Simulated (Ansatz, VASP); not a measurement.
NbTe8Mo3: VASP beside Ansatz

```
Nb Te Mo
1.0
     7.46927    0.00000    0.00000
    -3.73463    6.46858    0.00000
     0.00000    0.00000    7.17549
Nb Te Mo
1 8 3
Direct
  0.00000 0.00000 0.00000
  0.33333 0.66667 0.74563
  0.33333 0.16667 0.74563
  0.83333 0.66667 0.74563
  0.83333 0.16667 0.74563
  0.16667 0.83333 0.25437
  0.16667 0.33333 0.25437
  0.66667 0.83333 0.25437
  0.66667 0.33333 0.25437
  0.00000 0.50000 0.00000
  0.50000 0.50000 0.00000
  0.50000 0.00000 0.00000
```

Alike in both runs: task relaxation of cell and atoms; functional PBE; k mesh 3 × 3 × 4; occupations gaussian, width 0.1 eV; no spin polarisation.

|  | VASP | Ansatz |
| --- | --- | --- |
| version | VASP 6.6.1 | Ansatz 0.2.0 |
| potentials or method | VASP PAW PBE potentials, release 64 (Nb_sv, Te, Mo_sv), cutoff 500 eV | scalar-relativistic, plane waves, PAW |
| valence electrons in the cell | 103 | 183 |

|  | VASP | Ansatz | Ansatz less VASP |
| --- | --- | --- | --- |
| gap on the k mesh at the Fermi level, each at its own relaxed structure (eV) | none | none | - |
| relaxed volume (Å³/atom) | 27.96 | 28.08 | +0.123 |
| relaxed cell length with the largest relative difference (Å) | 7.697 | 7.710 | +0.0135 |

A gap of «none» marks a metal or a gap that the smearing closes. VASP's potentials hold 103 valence electrons a cell and Ansatz's 183, so a difference there can come from the potentials and not from the codes.

Neither program's run includes spin-orbit coupling.
